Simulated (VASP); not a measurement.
Write the native input for VASP 6.6.1 that does the following.

| Item | Value |
| --- | --- |
| Task | single point |
| Functional | PBE |
| Potentials or basis | VASP PAW PBE potentials, release 64 (Mn_pv, H) |
| Cutoff | 520 eV |
| k mesh | 12 × 12 × 2 |
| Occupations | gaussian, width 0.1 eV |
| Spin | collinear spin, ferromagnetic start |
| Starting moments | [4.0, 0.0, 0.0, 0.0, 0.0] μB |
| Dipole correction | no |
| Further INCAR settings | ALGO = Normal; EDIFF = 1e-06; NBANDS = 20 |

The structure of MnH4 lies in POSCAR:

```
MnH4
1.0
    2.4172049600      0.0000000000      0.0000000000
   -1.2086024800      2.0933609000      0.0000000000
    0.0000000000      0.0000000000      7.7724775500
Mn H
1 4
Direct
    0.0000000000      0.0000000000      0.0000000000
    0.3333333300      0.6666666700      0.8658552800
    0.3333333300      0.6666666700      0.3767953500
    0.6666666700      0.3333333300      0.1341447200
    0.6666666700      0.3333333300      0.6232046500
```

These files were run (other wordings do the same):

INCAR

```
SYSTEM = MnH4
  PREC = Accurate
  ENCUT = 520
  EDIFF = 1E-6
  ISMEAR = 0
  SIGMA = 0.1
  LREAL = .FALSE.
  LASPH = .TRUE.
  NELM = 150
  ALGO = Normal
  ISIF = 2
  LWAVE = .FALSE.
  LCHARG = .FALSE.
  ISPIN = 2
  MAGMOM = 4 0 0 0 0
  LORBIT = 11
  LMAXMIX = 4
  GGA = PE
  NBANDS = 20
```

KPOINTS

```
Automatic mesh
0
G
  12 12 2
  0 0 0
```

Potentials or basis: VASP PAW PBE potentials, release 64 (Mn_pv, H).

Launch:

```console
$ cat potpaw_PBE.64/Mn_pv/POTCAR potpaw_PBE.64/H/POTCAR > POTCAR
$ mpirun -np 1 vasp_std > vasp.out
```

Results of the run:

| Item | Value |
| --- | --- |
| Pressure | -0.2 GPa |
| Largest force | 0.415 eV/Å |
| Net moment | 1.51 μB per cell |
| Site moments | Mn +1.78; H -0.03, -0.06 μB |
| Valence electrons inside the program's atomic spheres | Mn 12.05; H 0.56, 0.34 |

Caveat: the k points lie up to 0.40 Å⁻¹ apart.

Wall time 82 s on 1 thread of Intel Xeon 6975P-C (shared host), peak memory 0.19 GiB.
